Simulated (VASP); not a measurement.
# Pd in VASP: a series of runs, part 3 of 3

VASP 6.6.1.

## Step 6: Electric field gradients, LDA (equal xy, yz and zx shear strains of -1 %)

File INCAR:

```
SYSTEM = Pd
PREC = Accurate ; ENCUT = 520
EDIFF = 1E-8 ; ISMEAR = -1
SIGMA = 0.05 ; LREAL = .False.
LASPH = .True. ; NELM = 80
ALGO = Normal ; ISIF = 2
LWAVE = .False. ; LCHARG = .False.
GGA = CA ; LEFG = .True.
NBANDS = 11
```

File KPOINTS:

```
Automatic mesh
0
Gamma
  18 18 18
  0 0 0
```

File POSCAR:

```
Pd
1.0
   -0.0194490000      1.9351755000      1.9351755000
    1.9351755000     -0.0194490000      1.9351755000
    1.9351755000      1.9351755000     -0.0194490000
Pd
1
Direct
    0.0000000000      0.0000000000      0.0000000000
```

Potentials or basis: VASP PAW LDA potentials, release 64 (Pd).

Started as:

```bash
> cat potpaw_LDA.64/Pd/POTCAR > POTCAR
> mpirun -np 1 vasp_std > vasp.out
```

OUTCAR:

```text
SYSTEM = Pd
   PREC = Accurate
   ENCUT = 520
   EDIFF = 1E-8
   ISMEAR = -1
   LREAL = .False.
   LASPH = .True.
   NELM = 80
   ISIF = 2
   GGA = CA

 ion  position               nearest neighbor table
   1  0.000  0.000  0.000-

  LATTYP: Found a trigonal (rhomboedric) cell.
 ALAT       =     2.7368205449
 COS(alpha) =     0.4899250057

  Lattice vectors:

 A1 = (  -0.0194490000,   1.9351755000,   1.9351755000)
 A2 = (   1.9351755000,  -0.0194490000,   1.9351755000)
 A3 = (   1.9351755000,   1.9351755000,  -0.0194490000)

Analysis of symmetry for initial positions (statically):
=====================================================================
 Subroutine PRICEL returns:
 Original cell was already a primitive cell.

 Routine SETGRP: Setting up the symmetry group for a
 trigonal (rhombohedral) supercell.

 Subroutine GETGRP returns: Found 12 space group operations
 (whereof 12 operations were pure point group operations)
 out of a pool of 12 trial point group operations.

The static configuration has the point symmetry D_3d.

Analysis of symmetry for dynamics (positions and initial velocities):
=====================================================================
 Subroutine PRICEL returns:
 Original cell was already a primitive cell.

 Routine SETGRP: Setting up the symmetry group for a
 trigonal (rhombohedral) supercell.

 Subroutine GETGRP returns: Found 12 space group operations
 (whereof 12 operations were pure point group operations)
 out of a pool of 12 trial point group operations.

The dynamic configuration has the point symmetry D_3d.

 Subroutine INISYM returns: Found 12 space group operations
 (whereof 12 operations are pure point group operations),
 and found     1 'primitive' translations

----------------------------------------------------------------------------------------

                                     Primitive cell

  volume of cell :      14.7126

  direct lattice vectors                    reciprocal lattice vectors
    -0.019449000  1.935175500  1.935175500    -0.254511671  0.257095546  0.257095546
     1.935175500 -0.019449000  1.935175500     0.257095546 -0.254511671  0.257095546
     1.935175500  1.935175500 -0.019449000     0.257095546  0.257095546 -0.254511671

  length of vectors
     2.736820545  2.736820545  2.736820545     0.443815761  0.443815761  0.443815761

  position of ions in fractional coordinates (direct lattice)
     0.000000000  0.000000000  0.000000000

  ion indices of the primitive-cell ions
   primitive index   ion index
                 1           1

----------------------------------------------------------------------------------------

 KPOINTS: Automatic mesh

Automatic generation of k-mesh.
 Grid dimensions read from file:
 generate k-points for:   18   18   18

 Generating k-lattice:

  Cartesian coordinates                     Fractional coordinates (reciprocal lattice)
[... 70 lines left out ...]
   PSTRESS=    0.0 pullay stress
   NELECT =      10.0000    total number of electrons
   NUPDOWN=      -1.0000    fix difference up-down
   EMIN   =  10.00;   EMAX   =-10.00  energy-range for DOS
   EFERMI =   0.00;   METHOD = LEGACY
   ISMEAR =    -1;   SIGMA  =   0.05  broadening in eV -4-tet -1-fermi 0-gaus
   EFERMI_NEDOS =   21; number of points for ismear=-14 and -15
   IALGO  =     38    algorithm
   IMIX   =      4    mixing-type and parameters
     AMIX     =   0.40;   BMIX     =  1.00
     AMIX_MAG =   1.60;   BMIX_MAG =  1.00
  volume/ion in A,a.u.               =      14.71        99.29
  Fermi-wavevector in a.u.,A,eV,Ry     =   1.439390  2.720052 28.189139  2.071843
  Thomas-Fermi vector in A             =   2.558251
   LORBIT       =      0    0 simple, 1 ext, 2 COOP (PROOUT), +10 PAW based schemes
   GGA     = CA    functional components
   LHFCALC =     F    Hartree Fock is set to
   AEXX    =    0.0000 exact exchange contribution
   IVDW    =     0    specifies the selected vdW correction
   LEPSILON=     F    determine dielectric tensor
   LRPA    =     F    only Hartree local field effects (RPA)
 non-spin polarized calculation
  energy-cutoff  :      520.00
  volume of cell :       14.71
 maximum number of plane-waves:       404
   NGX = 11   NGY = 11   NGZ = 11

 number of electron      10.0000000 magnetization

 number of electron       9.9999999 magnetization

 Free energy of the ion-electron system (eV)
  ---------------------------------------------------
  ext. energy  EPLUGINS =         0.00000000
  ---------------------------------------------------
  free energy    TOTEN  =        -6.49249750 eV

  energy without entropy =       -6.47455682  energy(sigma->0) =       -6.48352716

 E-fermi :   9.6408     XC(G=0): -13.5325

 val. band max:        9.6407350078   @ k =  -0.2222   0.2222   0.2222
 cond. band min:       9.6412717366   @ k =   0.5000   0.5000   0.5000
 fundamental gap:      0.0005367288
 Fermi energy:         9.6407955585

 k-point     1 :       0.0000    0.0000    0.0000
  band No.  band energies     occupation
      1       2.3785      2.00000
      2       6.7020      2.00000
      3       6.7020      2.00000
      4       6.8466      2.00000
      5       8.4093      2.00000
      6       8.4093      2.00000
      7      26.7635      0.00000
      8      31.3363      0.00000
      9      31.3363      0.00000
     10      31.8449      0.00000
     11      35.4015      0.00000
[... 309 lines left out ...]
 k-point    24 :      -0.2222    0.0556    0.0000
  band No.  band energies     occupation
      1       4.0845      2.00000
      2       6.5048      2.00000
      3       7.0030      2.00000
      4       7.1887      2.00000
      5       8.3045      2.00000
      6       8.8233      2.00000
      7      24.4235      0.00000
      8      27.8213      0.00000
      9      31.7513      0.00000
     10      34.1296      0.00000
     11      34.7018      0.00000

 [... further k-points ...]

------------------------ aborting loop because EDIFF is reached ----------------------------------------

  FORCE on cell =-STRESS in cart. coord.  units (eV):
  Direction    XX          YY          ZZ          XY          YZ          ZX
  --------------------------------------------------------------------------------------
  -------------------------------------------------------------------------------------
  Total       -0.7083573     -0.7083573     -0.7083573      0.0626791      0.0626791      0.0626791
  in kB      -77.1389657    -77.1389657    -77.1389657      6.8256550      6.8256550      6.8256550
  external PRESSURE =     -77.1389657 kB  Pullay stress =       0.0000000 kB

 VOLUME and BASIS-vectors are now :
 -----------------------------------------------------------------------------
  energy-cutoff  :      520.00
  volume of cell :       14.71
      direct lattice vectors                 reciprocal lattice vectors
    -0.019449000  1.935175500  1.935175500    -0.254511671  0.257095546  0.257095546
     1.935175500 -0.019449000  1.935175500     0.257095546 -0.254511671  0.257095546
     1.935175500  1.935175500 -0.019449000     0.257095546  0.257095546 -0.254511671

 POSITION                                       TOTAL-FORCE (eV/Angst)
 -----------------------------------------------------------------------------------
      0.00000      0.00000      0.00000        -0.000000      0.000000     -0.000000
 -----------------------------------------------------------------------------------
    total drift:                                0.000000      0.000000      0.000000

  FREE ENERGIE OF THE ION-ELECTRON SYSTEM (eV)
  ---------------------------------------------------
  free  energy   TOTEN  =        -6.4924974967 eV

  energy  without entropy=       -6.4745568157  energy(sigma->0) =       -6.48352716

 Electric field gradients (V/A^2)
---------------------------------------------------------------------
 ion       V_xx      V_yy      V_zz      V_xy      V_xz      V_yz
---------------------------------------------------------------------
   1      -0.000     0.000     0.000     1.446     1.446     1.446
---------------------------------------------------------------------

 Electric field gradients after diagonalization (V/A^2)
 (convention: |V_zz| > |V_xx| > |V_yy|)
----------------------------------------------------------------------
 ion       V_xx      V_yy      V_zz     asymmetry (V_yy - V_xx)/ V_zz
----------------------------------------------------------------------
   1      -1.446    -1.446     2.893       0.000
----------------------------------------------------------------------

           NMR quadrupolar parameters

 Cq : quadrupolar parameter    Cq=e*Q*V_zz/h
 eta: asymmetry parameters     (V_yy - V_xx)/ V_zz
 Q  : nuclear electric quadrupole moment in mb (millibarn)
----------------------------------------------------------------------
 ion       Cq(MHz)       eta       Q (mb)
----------------------------------------------------------------------
   1       0.007       0.000       1.000
----------------------------------------------------------------------
```

OSZICAR:

```text
N       E                     dE             d eps       ncg     rms          rms(c)
DAV:   1     0.418631143050E+02    0.41863E+02   -0.51770E+03 12792   0.854E+02
DAV:   2    -0.625924026096E+01   -0.48122E+02   -0.46506E+02 14264   0.183E+02
DAV:   3    -0.683191671200E+01   -0.57268E+00   -0.57011E+00 15407   0.214E+01
DAV:   4    -0.683434804721E+01   -0.24313E-02   -0.24310E-02 15546   0.146E+00
DAV:   5    -0.683437262548E+01   -0.24578E-04   -0.24579E-04 16984   0.133E-01    0.820E+00
DAV:   6    -0.650878951812E+01    0.32558E+00   -0.13928E+00 15811   0.946E+00    0.384E+00
DAV:   7    -0.649755923606E+01    0.11230E-01   -0.29514E-02 16670   0.103E+00    0.202E+00
DAV:   8    -0.649252463348E+01    0.50346E-02   -0.17665E-03 15933   0.426E-01    0.824E-02
DAV:   9    -0.649249518217E+01    0.29451E-04   -0.23153E-04 17496   0.126E-01    0.179E-02
DAV:  10    -0.649249758432E+01   -0.24021E-05   -0.66201E-06 15845   0.254E-02    0.111E-02
DAV:  11    -0.649249749998E+01    0.84339E-07   -0.14753E-07 17519   0.386E-03    0.283E-03
DAV:  12    -0.649249749670E+01    0.32771E-08   -0.78926E-09 12150   0.589E-04
   1 F= -.64924975E+01 E0= -.64835272E+01  d E =-.179407E-01
```

Run time: 30 s. Hardware: 1 thread of Intel Xeon 6975P-C (Granite Rapids), shared host; peak memory 0.19 GiB.

What came out:

```
Free energy            : -6.4925 eV
Pressure               : -7.7 GPa
Band gap on the k mesh : zero (band 5 reaches 9.94 eV, above the bottom of band 6 at 8.30 eV)
```

Levels at points of the mesh, in eV from the Fermi level:
| k point | band 1 | band 2 | band 3 | band 4 | band 5 | band 6 | band 7 | band 8 | band 9 | band 10 |
| --- | --- | --- | --- | --- | --- | --- | --- | --- | --- | --- |
| (0.00, 0.00, 0.00) | -7.26 | -2.94 | -2.94 | -2.79 | -1.23 | -1.23 | 17.12 | 21.70 | 21.70 | 22.20 |
| (0.50, 0.00, 0.00) | -5.39 | -3.01 | -2.83 | -0.07 | 0.01 | 0.89 | 7.19 | 16.54 | 20.87 | 21.16 |
| (0.50, 0.50, 0.00) | -5.45 | -5.18 | -0.04 | 0.28 | 0.30 | 3.25 | 10.74 | 12.88 | 13.27 | 21.46 |
| (0.50, 0.50, 0.50) | -5.37 | -2.94 | -2.94 | 0.00 | 0.00 | 1.07 | 7.48 | 16.37 | 20.71 | 20.71 |

Electric field gradients, principal values (V/Å²):
| atom | least | middle | greatest (by size) |
| --- | --- | --- | --- |
| 1 Pd | -1.446 | -1.446 | 2.893 |

Caveat: the cell differs from its parent crystal (equal xy, yz and zx shear strains of -1 %); without QUAD_EFG the Cq values of the log hold for a quadrupole moment of 1 mb, not for the nuclei.

## Step 7: Summary

```csv
cell,gap on the mesh (eV),pressure (GPa)
"a = 2.778, b = 2.778, c = 2.806 Å, angles 59.7, 59.7, 60.7°, 1 atom",none,-14.2
"a = 2.792, b = 2.792, c = 2.833 Å, angles 59.5, 59.5, 61.0°, 1 atom",none,-16.9
"a = 2.710 Å, angles 62.0°, 1 atom",none,-7.3
"a = 2.737 Å, angles 60.7°, 1 atom",none,-7.7
```

Alike in all rows: task electric field gradients; level LDA; potentials or basis VASP PAW LDA potentials, release 64 (Pd); no spin polarisation; k mesh 18 × 18 × 18; cutoff (eV) 520; smearing fermi-dirac 0.05 eV.

Absolute energies hang on the potentials; compare differences alone.
